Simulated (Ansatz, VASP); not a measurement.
# Ge: VASP beside Ansatz

```
Ge
1.0
     8.32185    0.00000    0.00000
    -4.16092    7.20693    0.00000
     0.00000    0.00000    2.79567
Ge
8
Cartesian
  2.7860 0.0000 0.0000
  -1.3930 2.4127 0.0000
  2.7679 4.7942 0.0000
  5.5359 0.0000 0.0000
  -2.7679 4.7942 0.0000
  1.3930 2.4127 0.0000
  0.0000 4.8046 1.3978
  4.1609 2.4023 1.3978
```

Alike in both runs: functional PBE; k mesh 6 × 6 × 12; occupations gaussian, width 0.1 eV; no spin polarisation.

Ansatz relaxed the structure, and its values are those at the end. VASP's run is a single point on that final structure, the one shown.

|  | VASP | Ansatz |
| --- | --- | --- |
| version | VASP 6.6.1 | Ansatz 0.2.0 |
| potentials or method | VASP PAW PBE potentials, release 64 (Ge_d), cutoff 520 eV | scalar-relativistic, plane waves, PAW |
| valence electrons in the cell | 112 | 112 |

VASP gave:

- gap on the k mesh at the Fermi level (eV): none
- pressure (GPa): 0.1

What did Ansatz give for the same quantities?

gap on the k mesh at the Fermi level (eV): none; pressure (GPa): 0.0.

A gap of «none» marks a metal or a gap that the smearing closes.
